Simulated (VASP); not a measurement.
Write the native input for VASP 6.6.1 that does the following.

```yaml
Task: single point
Functional: LDA
Potentials_or_basis: VASP PAW LDA potentials, release 64 (Pt)
Cutoff: 520 eV
k_mesh: 20 × 20 × 20
Occupations: gaussian, width 0.15 eV
Spin: no spin polarisation
Dipole_correction: no
Further_INCAR_settings: ALGO = Fast; EDIFF = 1e-06; NBANDS = 11
```

The structure of Pt lies in POSCAR:

```
Pt
1.0
    0.0000000000      1.9468328700      1.8105545691
    2.0003707739      0.0000000000      1.8105545691
    2.0003707739      1.9468328700      0.0000000000
Pt
1
Direct
    0.0000000000      0.0000000000      0.0000000000
```

This cell differs from its parent crystal: normal strain along x +0.0275, normal strain along z -0.0700.

These files were run (other wordings do the same):

INCAR

```
SYSTEM = Pt
ALGO = Fast
EDIFF = 1E-6
ENCUT = 520
GGA = CA
ISIF = 2
ISMEAR = 0
LASPH = .True.
LCHARG = .False.
LREAL = .False.
LWAVE = .False.
NBANDS = 11
NELM = 100
PREC = Accurate
SIGMA = 0.15
```

KPOINTS

```
k-points
0
Gamma
  20 20 20
  0 0 0
```

Potentials or basis: VASP PAW LDA potentials, release 64 (Pt).

The run is started by

```bash
$ cat potpaw_LDA.64/Pt/POTCAR > POTCAR
$ mpirun -np 1 vasp_std > vasp.out
```

Results of the run:

```yaml
Pressure: 17.8 GPa
Band_gap_on_the_k_mesh: zero (band 5 reaches 13.54 eV, above the bottom of band 6 at 10.51 eV)
```

Caveat: the cell differs from its parent crystal (normal strain along x +0.0275, normal strain along z -0.0700); spin-orbit coupling is left out, which moves the levels of the heavy elements.

Wall time 2.9 min on 1 thread of Intel(R) Xeon(R) Platinum 8375C CPU @ 2.90GHz (Ice Lake) (shared host), peak memory 0.29 GiB.
